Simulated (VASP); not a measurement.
# BeZn2TeSe2 (an interface model) in VASP: settings compared

Aim: see how the results for BeZn2TeSe2 (an interface model) move with the level of theory and the settings. Levels: r2SCAN, PBEsol. Tasks: single point.

Everything below comes from runs of VASP 6.6.1. Logs are shortened: lines on timing, memory, paths and dates and some standing lists are left out, and cuts for length are marked.

### 1 The cell of the first run

The cell holds layers of an interface, 12 atoms: a = 3.963 Å, b = 3.963 Å, c = 16.939 Å, α = 90.00°, β = 90.00°, γ = 90.00°.

### 2 Single point, r2SCAN

Contents of POSCAR:

```
BeZn2TeSe2
1.0
    2.8023610000      2.8023610000      0.0000000000
   -2.8023610000      2.8023610000      0.0000000000
    0.0000000000      0.0000000000     16.9389790000
Zn Be Se Te
4 2 4 2
Direct
    0.0000000000      0.0000000000      0.0043440000
    0.0000000000      0.0000000000      0.3390510000
    0.5000000000      0.5000000000      0.1717830000
    0.5000000000      0.5000000000      0.5062850000
    0.0000000000      0.0000000000      0.6593980000
    0.5000000000      0.5000000000      0.8251230000
    0.5000000000      0.0000000000      0.0879530000
    0.5000000000      0.0000000000      0.4226800000
    0.0000000000      0.5000000000      0.2553770000
    0.0000000000      0.5000000000      0.5908260000
    0.5000000000      0.0000000000      0.7423480000
    0.0000000000      0.5000000000      0.9066900000
```

Contents of INCAR.step1:

```
PREC = Accurate
ENCUT = 580
ISMEAR = -1
SIGMA = 0.05
LREAL = F
LASPH = T
NELM = 120
NBANDS = 56
GGA = PE
ALGO = Normal
EDIFF = 1E-5
LWAVE = T
LCHARG = F
GGA_COMPAT = F
```

Contents of INCAR.step2:

```
PREC = Accurate
ENCUT = 580
EDIFF = 1E-6
ISMEAR = -1
SIGMA = 0.05
LREAL = F
LASPH = T
NELM = 120
ALGO = Normal
ISIF = 2
LWAVE = F
LCHARG = F
METAGGA = R2SCAN
LMIXTAU = T
NBANDS = 56
ISTART = 1
GGA_COMPAT = F
```

Contents of KPOINTS:

```
Automatic mesh
0
Gamma
  4 4 1
```

Potentials or basis: VASP PAW PBE potentials, release 64 (Zn, Be, Se, Te).

On the command line:

```
cat potpaw_PBE.64/Zn/POTCAR potpaw_PBE.64/Be/POTCAR potpaw_PBE.64/Se/POTCAR potpaw_PBE.64/Te/POTCAR > POTCAR
cp INCAR.step1 INCAR
mpirun -np 1 vasp_std > vasp.out
cp INCAR.step2 INCAR
mpirun -np 1 vasp_std > vasp.out
```

OUTCAR:

```text
PREC = Accurate
   ENCUT = 580
   EDIFF = 1E-6
   ISMEAR = -1
   LREAL = F
   LASPH = T
   NELM = 120
   ISIF = 2
   METAGGA = R2SCAN
   ISTART = 1

 ion  position               nearest neighbor table
   1  0.000  0.000  0.004-   7 2.44   7 2.44  12 2.58  12 2.58
   2  0.000  0.000  0.339-   8 2.44   8 2.44   9 2.44   9 2.44
   3  0.500  0.500  0.172-   9 2.44   9 2.44   7 2.44   7 2.44
   4  0.500  0.500  0.506-   8 2.44   8 2.44  10 2.44  10 2.44
   5  0.000  0.000  0.659-  10 2.30  10 2.30  11 2.43  11 2.43
   6  0.500  0.500  0.825-  12 2.42  12 2.42  11 2.43  11 2.43
   7  0.500  0.000  0.088-   1 2.44   1 2.44   3 2.44   3 2.44
   8  0.500  0.000  0.423-   4 2.44   4 2.44   2 2.44   2 2.44
   9  0.000  0.500  0.255-   3 2.44   3 2.44   2 2.44   2 2.44
  10  0.000  0.500  0.591-   5 2.30   5 2.30   4 2.44   4 2.44
  11  0.500  0.000  0.742-   6 2.43   6 2.43   5 2.43   5 2.43
  12  0.000  0.500  0.907-   6 2.42   6 2.42   1 2.58   1 2.58

  LATTYP: Found a simple tetragonal cell.
 ALAT       =     3.9631369329
 C/A-ratio  =     4.2741341737

  Lattice vectors:

 A1 = (   2.8023610000,   2.8023610000,   0.0000000000)
 A2 = (  -2.8023610000,   2.8023610000,   0.0000000000)
 A3 = (   0.0000000000,   0.0000000000,  16.9389790000)

Analysis of symmetry for initial positions (statically):
=====================================================================
 Subroutine PRICEL returns:
 Original cell was already a primitive cell.

 Routine SETGRP: Setting up the symmetry group for a
 simple tetragonal supercell.

 Subroutine GETGRP returns: Found  4 space group operations
 (whereof  4 operations were pure point group operations)
 out of a pool of 16 trial point group operations.

The static configuration has the point symmetry C_2v.

Analysis of symmetry for dynamics (positions and initial velocities):
=====================================================================
 Subroutine PRICEL returns:
 Original cell was already a primitive cell.

 Routine SETGRP: Setting up the symmetry group for a
 simple tetragonal supercell.

 Subroutine GETGRP returns: Found  4 space group operations
 (whereof  4 operations were pure point group operations)
 out of a pool of 16 trial point group operations.

The dynamic configuration has the point symmetry C_2v.

 Subroutine INISYM returns: Found  4 space group operations
 (whereof  4 operations are pure point group operations),
 and found     1 'primitive' translations

----------------------------------------------------------------------------------------

                                     Primitive cell

  volume of cell :     266.0513

  direct lattice vectors                    reciprocal lattice vectors
     2.802361000  2.802361000  0.000000000     0.178420981  0.178420981  0.000000000
    -2.802361000  2.802361000  0.000000000    -0.178420981  0.178420981  0.000000000
     0.000000000  0.000000000 16.938979000     0.000000000  0.000000000  0.059035435

  length of vectors
     3.963136933  3.963136933 16.938979000     0.252325372  0.252325372  0.059035435

  position of ions in fractional coordinates (direct lattice)
     0.000000000  0.000000000  0.004344000
     0.000000000  0.000000000  0.339051000
     0.500000000  0.500000000  0.171783000
     0.500000000  0.500000000  0.506285000
     0.000000000  0.000000000  0.659398000
     0.500000000  0.500000000  0.825123000
     0.500000000  0.000000000  0.087953000
     0.500000000  0.000000000  0.422680000
     0.000000000  0.500000000  0.255377000
     0.000000000  0.500000000  0.590826000
     0.500000000  0.000000000  0.742348000
     0.000000000  0.500000000  0.906690000

  ion indices of the primitive-cell ions
   primitive index   ion index
                 1           1
                 2           2
                 3           3
                 4           4
                 5           5
                 6           6
                 7           7
                 8           8
                 9           9
                10          10
                11          11
                12          12

----------------------------------------------------------------------------------------

 KPOINTS: Automatic mesh

Automatic generation of k-mesh.
 Grid dimensions read from file:
 generate k-points for:    4    4    1

 Generating k-lattice:

  Cartesian coordinates                     Fractional coordinates (reciprocal lattice)
     0.044605245  0.044605245  0.000000000     0.250000000  0.000000000  0.000000000
    -0.044605245  0.044605245  0.000000000     0.000000000  0.250000000  0.000000000
     0.000000000  0.000000000  0.059035435     0.000000000  0.000000000  1.000000000

  Length of vectors
     0.063081343  0.063081343  0.059035435

  Shift w.r.t. Gamma in fractional coordinates (k-lattice)
     0.000000000  0.000000000  0.000000000

 Subroutine IBZKPT returns following result:
 ===========================================

[... 92 lines left out ...]
      6      -8.3050      2.00000
[... 48 lines left out ...]
     55       7.9294      0.00000
     56       8.0762      0.00000

 k-point     2 :       0.2500    0.0000    0.0000
  band No.  band energies     occupation
      1     -11.0177      2.00000
      2     -10.8273      2.00000
      3     -10.5778      2.00000
      4     -10.3396      2.00000
      5      -8.9782      2.00000
      6      -8.1977      2.00000
[... 48 lines left out ...]
     55       8.8650      0.00000
     56       8.9152      0.00000

 k-point     3 :       0.0000    0.2500    0.0000
  band No.  band energies     occupation
      1     -11.0192      2.00000
      2     -10.8313      2.00000
      3     -10.5828      2.00000
      4     -10.3418      2.00000
      5      -8.9765      2.00000
      6      -8.1967      2.00000
[... 48 lines left out ...]
     55       8.8406      0.00000
     56       8.8966      0.00000

 k-point     4 :       0.5000    0.0000    0.0000
  band No.  band energies     occupation
      1     -10.5257      2.00000
      2     -10.5166      2.00000
      3     -10.5150      2.00000
      4     -10.4879      2.00000
      5      -8.3800      2.00000
      6      -8.3321      2.00000
[... 48 lines left out ...]
     55       8.9780      0.00000
     56       9.1229      0.00000

 k-point     5 :       0.0000    0.5000    0.0000
  band No.  band energies     occupation
      1     -10.5261      2.00000
      2     -10.5203      2.00000
      3     -10.5151      2.00000
      4     -10.5102      2.00000
      5      -8.3742      2.00000
      6      -8.3365      2.00000
[... 48 lines left out ...]
     55       9.0126      0.00000
     56       9.0676      0.00000

 k-point     6 :       0.2500    0.2500    0.0000
  band No.  band energies     occupation
      1     -10.7827      2.00000
      2     -10.6352      2.00000
      3     -10.4464      2.00000
      4     -10.2780      2.00000
      5      -8.6633      2.00000
      6      -8.0410      2.00000
[... 48 lines left out ...]
     55       8.9916      0.00000
     56       9.1632      0.00000

 k-point     7 :       0.5000    0.2500    0.0000
  band No.  band energies     occupation
      1     -10.3751      2.00000
      2     -10.3672      2.00000
      3     -10.3669      2.00000
      4     -10.3468      2.00000
      5      -8.1129      2.00000
      6      -8.0539      2.00000
[... 48 lines left out ...]
     55       9.0055      0.00000
     56       9.2355      0.00000

 k-point     8 :      -0.2500    0.5000    0.0000
  band No.  band energies     occupation
      1     -10.3753      2.00000
      2     -10.3680      2.00000
      3     -10.3673      2.00000
      4     -10.3590      2.00000
      5      -8.1125      2.00000
      6      -8.0566      2.00000
[... 48 lines left out ...]
     55       9.2963      0.00000
     56       9.4740      0.00000

 k-point     9 :       0.5000    0.5000    0.0000
  band No.  band energies     occupation
      1     -10.2125      2.00000
      2     -10.2071      2.00000
      3     -10.2050      2.00000
      4     -10.1929      2.00000
      5      -7.7995      2.00000
      6      -7.7155      2.00000
[... 48 lines left out ...]
     55       8.0779      0.00000
     56       8.3967      0.00000

------------------------ aborting loop because EDIFF is reached ----------------------------------------

  FORCE on cell =-STRESS in cart. coord.  units (eV):
  Direction    XX          YY          ZZ          XY          YZ          ZX
  --------------------------------------------------------------------------------------
  -------------------------------------------------------------------------------------
  Total        3.3058100      3.3058100      2.1040436      0.1948506      0.0000000      0.0000000
  in kB       19.9077915     19.9077915     12.6706801      1.1734025      0.0000000      0.0000000
  external PRESSURE =      17.4954210 kB  Pullay stress =       0.0000000 kB

 VOLUME and BASIS-vectors are now :
 -----------------------------------------------------------------------------
  energy-cutoff  :      580.00
  volume of cell :      266.05
      direct lattice vectors                 reciprocal lattice vectors
     2.802361000  2.802361000  0.000000000     0.178420981  0.178420981  0.000000000
    -2.802361000  2.802361000  0.000000000    -0.178420981  0.178420981  0.000000000
     0.000000000  0.000000000 16.938979000     0.000000000  0.000000000  0.059035435

 POSITION                                       TOTAL-FORCE (eV/Angst)
 -----------------------------------------------------------------------------------
      0.00000      0.00000      0.07358         0.000000      0.000000     -0.004839
      0.00000      0.00000      5.74318        -0.000000     -0.000000      0.003647
      0.00000      2.80236      2.90983        -0.000000     -0.000000     -0.010647
      0.00000      2.80236      8.57595        -0.000000     -0.000000      0.013042
      0.00000      0.00000     11.16953        -0.000000     -0.000000     -0.005251
      0.00000      2.80236     13.97674        -0.000000     -0.000000     -0.001302
      1.40118      1.40118      1.48983        -0.000000     -0.000000      0.012807
      1.40118      1.40118      7.15977        -0.000000     -0.000000      0.000501
     -1.40118      1.40118      4.32583        -0.000000     -0.000000      0.001249
     -1.40118      1.40118     10.00799        -0.000000     -0.000000     -0.030816
      1.40118      1.40118     12.57462        -0.000000     -0.000000     -0.012572
     -1.40118      1.40118     15.35840        -0.000000     -0.000000      0.034183
 -----------------------------------------------------------------------------------
    total drift:                                0.000000      0.000000      0.005447

  FREE ENERGIE OF THE ION-ELECTRON SYSTEM (eV)
  ---------------------------------------------------
  free  energy   TOTEN  =      -160.8217823985 eV

  energy  without entropy=     -160.8217823977  energy(sigma->0) =     -160.82178240
```

It took 19 min on 1 thread of Oxide Virtual Turin-like, shared host; peak memory 0.47 GiB.

Results:

```
Free energy            : -160.8218 eV
Pressure               : 1.7 GPa
Largest force          : 0.034 eV/Å
Band gap on the k mesh : 1.98 eV
```

Forces in eV/Å, atoms in the order of the input:
```
Zn   0.000  0.000 -0.005
Zn   0.000  0.000  0.004
Zn   0.000  0.000 -0.011
Zn   0.000  0.000  0.013
Be   0.000  0.000 -0.005
Be   0.000  0.000 -0.001
Se   0.000  0.000  0.013
Se   0.000  0.000  0.001
Se   0.000  0.000  0.001
Se   0.000  0.000 -0.031
Te   0.000  0.000 -0.013
Te   0.000  0.000  0.034
```

Levels at points of the mesh, in eV from the valence-band top:
```
           k point  band 40  band 41  band 42  band 43  band 44  band 45  band 46  band 47  band 48  band 49
(0.00, 0.00, 0.00)    -1.12    -1.06    -0.45    -0.27     0.00     1.98     2.40     2.98     3.01     3.20
(0.50, 0.00, 0.00)    -1.49    -1.48    -1.47    -1.19    -0.30     2.94     3.07     3.29     3.45     4.21
(0.00, 0.50, 0.00)    -1.50    -1.48    -1.47    -1.21    -1.17     2.84     2.98     3.40     3.41     4.25
(0.50, 0.50, 0.00)    -3.17    -2.85    -2.84    -2.83    -2.73     2.54     2.57     2.95     3.17     4.05
```

Caveat: the PAW data sets were made with another functional, which shifts forces and pressure a little; spin-orbit coupling is left out, which moves the levels of the heavy elements.

### 3 Single point, PBEsol

Contents of INCAR:

```
SYSTEM = BeZn2TeSe2
  PREC = Accurate
  ENCUT = 520
  EDIFF = 1E-6
  ISMEAR = -1
  SIGMA = 0.05
  LREAL = .False.
  LASPH = .True.
  NELM = 120
  ALGO = Normal
  ISIF = 2
  LWAVE = .False.
  LCHARG = .True.
  GGA = PS
  LELF = .True.
  LVHAR = .True.
  NBANDS = 56
  GGA_COMPAT = .False.
```

Contents of KPOINTS:

```
regular mesh
0
Gamma
  6 6 1
  0 0 0
```

Contents of POSCAR:

```
BeZn2TeSe2
1.0
    2.8023610000      2.8023610000      0.0000000000
   -2.8023610000      2.8023610000      0.0000000000
    0.0000000000      0.0000000000     16.9144440000
Zn Be Se Te
4 2 4 2
Direct
    0.0000000000      0.0000000000      0.0000000000
    0.0000000000      0.0000000000      0.3343210000
    0.5000000000      0.5000000000      0.1671610000
    0.5000000000      0.5000000000      0.5014820000
    0.0000000000      0.0000000000      0.6686430000
    0.5000000000      0.5000000000      0.8343210000
    0.5000000000      0.0000000000      0.0835800000
    0.5000000000      0.0000000000      0.4179020000
    0.0000000000      0.5000000000      0.2507410000
    0.0000000000      0.5000000000      0.5850630000
    0.5000000000      0.0000000000      0.7514820000
    0.0000000000      0.5000000000      0.9171610000
```

Potentials or basis: VASP PAW PBE potentials, release 64 (Zn, Be, Se, Te).

On the command line:

```
cat potpaw_PBE.64/Zn/POTCAR potpaw_PBE.64/Be/POTCAR potpaw_PBE.64/Se/POTCAR potpaw_PBE.64/Te/POTCAR > POTCAR
mpirun -np 1 vasp_std > vasp.out
```

Wall time 7 min (1 thread of Oxide Virtual Turin-like, shared host); peak memory 0.43 GiB.

It converged, with:

- Free energy: -43.1556 eV
- Pressure: 1.1 GPa
- Largest force: 1.638 eV/Å
- Band gap on the k mesh: 1.75 eV

Forces in eV/Å, atoms in the order of the input:
```
Zn   0.000  0.000  1.400
Zn   0.000  0.000  0.004
Zn   0.000  0.000  0.026
Zn   0.000  0.000  0.034
Be   0.000  0.000 -0.925
Be   0.000  0.000 -0.016
Se   0.000  0.000  0.198
Se   0.000  0.000 -0.001
Se   0.000  0.000 -0.004
Se   0.000  0.000  1.108
Te   0.000  0.000 -0.186
Te   0.000  0.000 -1.638
```

Stress tensor (GPa, compression positive):
```
 1.27 -0.59  0.00
-0.59  1.27  0.00
 0.00  0.00  0.79
```

Levels at points of the mesh, in eV from the valence-band top:
```
           k point  band 41  band 42  band 43  band 44  band 45  band 46  band 47  band 48
(0.00, 0.00, 0.00)    -0.78    -0.13    -0.10     0.00     1.75     2.16     2.60     2.78
(0.50, 0.00, 0.00)    -1.12    -1.06    -1.04    -0.70     2.75     2.89     3.13     3.16
(0.00, 0.50, 0.00)    -1.12    -1.07    -1.05    -1.05     2.74     2.75     3.16     3.16
(0.50, 0.50, 0.00)    -2.54    -2.53    -2.52    -2.52     2.26     2.28     2.90     2.99
```

Caveat: the PAW data sets were made with another functional, which shifts forces and pressure a little; spin-orbit coupling is left out, which moves the levels of the heavy elements.

### 4 Single point, PBEsol

Contents of INCAR:

```
PREC = Accurate
ENCUT = 520
EDIFF = 1E-6
ISMEAR = -1
SIGMA = 0.05
LREAL = F
LASPH = T
NELM = 120
ALGO = Normal
ISIF = 2
LWAVE = F
LCHARG = T
GGA = PS
LELF = T
LVHAR = T
NBANDS = 56
GGA_COMPAT = F
```

Contents of KPOINTS:

```
regular mesh
0
Gamma
  6 6 1
```

Contents of POSCAR:

```
BeZn2TeSe2
1.0
    2.8023610000      2.8023610000      0.0000000000
   -2.8023610000      2.8023610000      0.0000000000
    0.0000000000      0.0000000000     16.9389788021
Zn Be Se Te
4 2 4 2
Direct
    0.0000000000      0.0000000000      0.0043440000
    0.0000000000      0.0000000000      0.3390510000
    0.5000000000      0.5000000000      0.1717830000
    0.5000000000      0.5000000000      0.5062850000
    0.0000000000      0.0000000000      0.6593980000
    0.5000000000      0.5000000000      0.8251230000
    0.5000000000      0.0000000000      0.0879530000
    0.5000000000      0.0000000000      0.4226800000
    0.0000000000      0.5000000000      0.2553770000
    0.0000000000      0.5000000000      0.5908260000
    0.5000000000      0.0000000000      0.7423480000
    0.0000000000      0.5000000000      0.9066900000
```

On the command line:

```
cat potpaw_PBE.64/Zn/POTCAR potpaw_PBE.64/Be/POTCAR potpaw_PBE.64/Se/POTCAR potpaw_PBE.64/Te/POTCAR > POTCAR
mpirun -np 1 vasp_std > vasp.out
```

It took 5.8 min on 1 thread of Oxide Virtual Turin-like, shared host; peak memory 0.43 GiB.

It converged, with:

| Item | Value |
| --- | --- |
| Free energy | -43.5007 eV |
| Pressure | 0.4 GPa |
| Largest force | 0.011 eV/Å |
| Band gap on the k mesh | 1.38 eV |

Forces in eV/Å, atoms in the order of the input:
```
Zn   0.000  0.000 -0.006
Zn   0.000  0.000 -0.001
Zn   0.000  0.000 -0.002
Zn   0.000  0.000  0.004
Be   0.000  0.000 -0.011
Be   0.000  0.000 -0.001
Se   0.000  0.000  0.000
Se   0.000  0.000  0.000
Se   0.000  0.000  0.001
Se   0.000  0.000  0.010
Te   0.000  0.000  0.002
Te   0.000  0.000  0.004
```

Stress tensor (GPa, compression positive):
```
0.49 0.11 0.00
0.11 0.49 0.00
0.00 0.00 0.25
```

Levels at points of the mesh, in eV from the valence-band top:
| k point | band 41 | band 42 | band 43 | band 44 | band 45 | band 46 | band 47 | band 48 |
| --- | --- | --- | --- | --- | --- | --- | --- | --- |
| (0.00, 0.00, 0.00) | -1.00 | -0.41 | -0.25 | 0.00 | 1.38 | 1.92 | 2.54 | 2.56 |
| (0.50, 0.00, 0.00) | -1.40 | -1.40 | -1.17 | -0.30 | 2.41 | 2.53 | 2.77 | 2.92 |
| (0.00, 0.50, 0.00) | -1.40 | -1.40 | -1.19 | -1.14 | 2.32 | 2.45 | 2.87 | 2.88 |
| (0.50, 0.50, 0.00) | -2.76 | -2.76 | -2.75 | -2.66 | 2.08 | 2.12 | 2.54 | 2.75 |

Caveat: the PAW data sets were made with another functional, which shifts forces and pressure a little; spin-orbit coupling is left out, which moves the levels of the heavy elements.

### 5 The runs side by side

| level | cell | k mesh | cutoff (eV) | gap on the mesh (eV) | pressure (GPa) | largest force (eV/Å) |
| --- | --- | --- | --- | --- | --- | --- |
| r2SCAN | a = 3.963, b = 3.963, c = 16.939 Å, 12 atoms, atomic positions A | 4 × 4 × 1 | 580 | 1.98 | 1.7 | 0.03 |
| PBEsol | a = 3.963, b = 3.963, c = 16.914 Å, 12 atoms, atomic positions B | 6 × 6 × 1 | 520 | 1.75 | 1.1 | 1.64 |
| PBEsol | a = 3.963, b = 3.963, c = 16.939 Å, 12 atoms, atomic positions A | 6 × 6 × 1 | 520 | 1.38 | 0.4 | 0.01 |

Alike in all rows: task single point; potentials or basis VASP PAW PBE potentials, release 64 (Zn, Be, Se, Te); no spin polarisation; smearing fermi-dirac 0.05 eV.

Caveats: the PAW data sets were made with another functional, which shifts forces and pressure a little; spin-orbit coupling is left out, which moves the levels of the heavy elements.

Absolute energies hang on the potentials; compare differences alone.
